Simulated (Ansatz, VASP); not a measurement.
**GaAs: VASP beside Ansatz**

Contents of POSCAR:

```
GaAs
1.0
    0.0000000000      2.8326717769      2.8326717769
    2.8326717769      0.0000000000      2.8326717769
    2.8326717769      2.8326717769      0.0000000000
Ga As
1 1
Direct
    0.0000000000      0.0000000000      0.0000000000
    0.2500000000      0.2500000000      0.2500000000
```

File INCAR.step1:

```
PREC = Accurate ; ENCUT = 550
ISMEAR = 0 ; SIGMA = 0.02
LREAL = False ; LASPH = True
NELM = 120 ; NBANDS = 16
GGA = PE ; ALGO = Normal
EDIFF = 1E-5 ; LWAVE = True
LCHARG = False ; GGA_COMPAT = False
```

File INCAR.step2:

```
PREC = Accurate ; ENCUT = 550
EDIFF = 1E-6 ; ISMEAR = 0
SIGMA = 0.02 ; LREAL = False
LASPH = True ; NELM = 120
ALGO = Normal ; ISIF = 2
LWAVE = False ; LCHARG = False
METAGGA = R2SCAN ; LMIXTAU = True
NBANDS = 16 ; ISTART = 1
GGA_COMPAT = False
```

Contents of KPOINTS:

```
regular mesh
0
Gamma
  8 8 8
```

Input for Ansatz:

```yaml
crystal:
  lattice:
    - [0.0, 2.8326717769, 2.8326717769]
    - [2.8326717769, 0.0, 2.8326717769]
    - [2.8326717769, 2.8326717769, 0.0]
  atoms:
    - { symbol: Ga, position: [0.0, 0.0, 0.0] }
    - { symbol: As, position: [0.25, 0.25, 0.25] }
basis:
  ecutwfc: 500
kpoints:
  mp_grid: { grid: [8, 8, 8] }
  band_path:
    path:
      - [[0.0, 0.0, 0.0], [-0.5, -0.5, 0.0], [-0.375, -0.375, 0.25]]
      - [[-0.375, 0.0, 0.375], [0.0, 0.0, 0.0], [0.0, 0.0, 0.5], [-0.5, -0.25, 0.25], [-0.5, -0.5, 0.0]]
    npoints: 10
hamiltonian:
  xc: r2scan
  pseudopotentials: { kind: paw, azcp: { folder: soft_1 } }
scf:
  occupations: { method: gaussian, width: 0.02 }
  n_extra_bands: 7
output:
  forces: true
  stress: true
  eigenvalues: true
```

Alike in both runs: task single point; functional r2SCAN; k mesh 8 × 8 × 8; occupations gaussian, width 0.02 eV; no spin polarisation.

|  | VASP | Ansatz |
| --- | --- | --- |
| version | VASP 6.6.1 | Ansatz 0.2.0 |
| potentials or method | VASP PAW PBE potentials, release 64 (Ga_d, As), cutoff 550 eV | scalar-relativistic, plane waves, PAW |
| valence electrons in the cell | 18 | 28 |

|  | VASP | Ansatz | Ansatz less VASP |
| --- | --- | --- | --- |
| gap on the k mesh at the Fermi level (eV) | 0.95 | 0.97 | +0.023 |
| least direct gap on the mesh (eV) | 0.95 | 0.97 | +0.023 |
| pressure (GPa) | 0.2 | 0.0 | -0.16 |

VASP's potentials were made for PBE, not for r2SCAN. The functional is the same, so the differences come from potentials, cutoffs and numerics. VASP's potentials hold 18 valence electrons a cell and Ansatz's 28, so a difference there can come from the potentials and not from the codes.
